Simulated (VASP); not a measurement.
Crystal: AlN.

```
Al N
1.0
     3.11300    0.00000    0.00000
    -1.55650    2.69594    0.00000
     0.00000    0.00000    4.98100
Al N
2 2
Direct
  0.66667 0.33333 0.50000
  0.33333 0.66667 0.00000
  0.66667 0.33333 0.88000
  0.33333 0.66667 0.38000
```

```yaml
Program: VASP 6.6.1
Task: relaxation of cell and atoms
Functional: PBEsol
Dispersion: D3(BJ)
Potentials_or_basis: VASP PAW PBE potentials, release 64 (Al, N)
Cutoff: 600 eV
k_mesh: 10 × 10 × 6
Occupations: fermi-dirac, width 0.05 eV
Spin: no spin polarisation
```

At the start: pressure -3.4 GPa; volume 10.45 Å³/atom.

How do energy, volume and symmetry change on relaxing?

Over 7 steps the energy falls by 2.3 meV/atom and the volume is 10.27 Å³/atom (-1.7 %); space group P6_3mc (No. 186, to 0.05 Å).

Step by step:
| step | energy change (eV) | largest force (eV/Å) | pressure (GPa) | volume (Å³) |
| --- | --- | --- | --- | --- |
| 1 | 0.0000 | 0.1324 | -3.42 | 41.80 |
| 2 | -0.0012 | 0.0854 | 3.36 | 40.47 |
| 3 | -0.0088 | 0.0226 | 0.00 | 41.10 |
| 4 | -0.0091 | 0.0203 | 0.03 | 41.09 |
| 5 | -0.0091 | 0.0184 | 0.07 | 41.08 |
| 6 | -0.0091 | 0.0191 | -0.06 | 41.10 |
| 7 | -0.0092 | 0.0003 | 0.01 | 41.09 |

Final structure:
```
Al N
1.0
     3.09653    0.00000    0.00000
    -1.54827    2.68168    0.00000
     0.00000    0.00000    4.94815
Al N
2 2
Direct
  0.66667 0.33333 0.49879
  0.33333 0.66667 0.99879
  0.66667 0.33333 0.88121
  0.33333 0.66667 0.38121
```

Caveat: the PAW data sets were made with another functional, which shifts forces and pressure a little.
